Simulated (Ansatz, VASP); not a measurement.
**One calculation of TaH5, two programs**

The input INCAR:

```
PREC = Accurate
ENCUT = 600
EDIFF = 1E-6
ISMEAR = 0
SIGMA = 0.1
LREAL = F
LASPH = T
NELM = 80
ALGO = Normal
ISIF = 3
LWAVE = F
LCHARG = F
GGA = PE
IBRION = 2
NSW = 90
EDIFFG = -0.04
```

File KPOINTS:

```
Automatic mesh
0
Gamma
  6 6 6
```

The input POSCAR:

```
TaH5
1.0
    3.0390963171      0.0000000000      0.0000000000
    0.0000000000      3.0390963171      0.0000000000
    0.0000000000      0.0000000000      3.5067298962
Ta H
1 5
Direct
    0.0000000000      0.0000000000      0.0000000000
    0.7840893835      0.5000000000      0.5000000000
    0.2159106165      0.5000000000      0.5000000000
    0.5000000000      0.7840893835      0.5000000000
    0.5000000000      0.2159106165      0.5000000000
    0.5000000000      0.5000000000      0.0000000000
```

Input for Ansatz:

```yaml
crystal:
  lattice:
    - [3.0390963171, 0.0, 0.0]
    - [0.0, 3.0390963171, 0.0]
    - [0.0, 0.0, 3.5067298962]
  atoms:
    - { symbol: Ta, position: [0.0, 0.0, 0.0] }
    - { symbol: H, position: [0.7840893835, 0.5, 0.5] }
    - { symbol: H, position: [0.2159106165, 0.5, 0.5] }
    - { symbol: H, position: [0.5, 0.7840893835, 0.5] }
    - { symbol: H, position: [0.5, 0.2159106165, 0.5] }
    - { symbol: H, position: [0.5, 0.5, 0.0] }
basis:
  ecutwfc: 420
kpoints:
  mp_grid: { grid: [6, 6, 6] }
hamiltonian:
  xc: pbe
scf:
  occupations: { method: gaussian, width: 0.1 }
  lower_state_search: "off"
output:
  forces: true
  stress: true
  eigenvalues: true
relax:
  adjacent_minimum: "off"
  f_tol: 0.04
  max_steps: 70
  cell: { stress_tol: 0.4 }
```

Alike in both runs: task relaxation of cell and atoms; functional PBE; k mesh 6 × 6 × 6; occupations gaussian, width 0.1 eV; no spin polarisation.

```csv
,VASP,Ansatz
version,VASP 6.6.1,Ansatz 0.2.0
potentials or method,"VASP PAW PBE potentials, release 64 (Ta_pv, H), cutoff 600 eV","scalar-relativistic, plane waves, PAW"
valence electrons in the cell,16,18
```

```csv
,VASP,Ansatz,Ansatz less VASP
"gap on the k mesh at the Fermi level, each at its own relaxed structure (eV)",none,none,-
relaxed volume (Å³/atom),5.19,5.17,-0.023
relaxed length of the cell vector where the two differ most in proportion (Å),3.196,3.189,-0.0074
```

A gap of «none» marks a metal or a gap that the smearing closes. VASP's potentials hold 16 valence electrons a cell and Ansatz's 18, so a difference there can come from the potentials and not from the codes.

Spin-orbit coupling is off throughout.
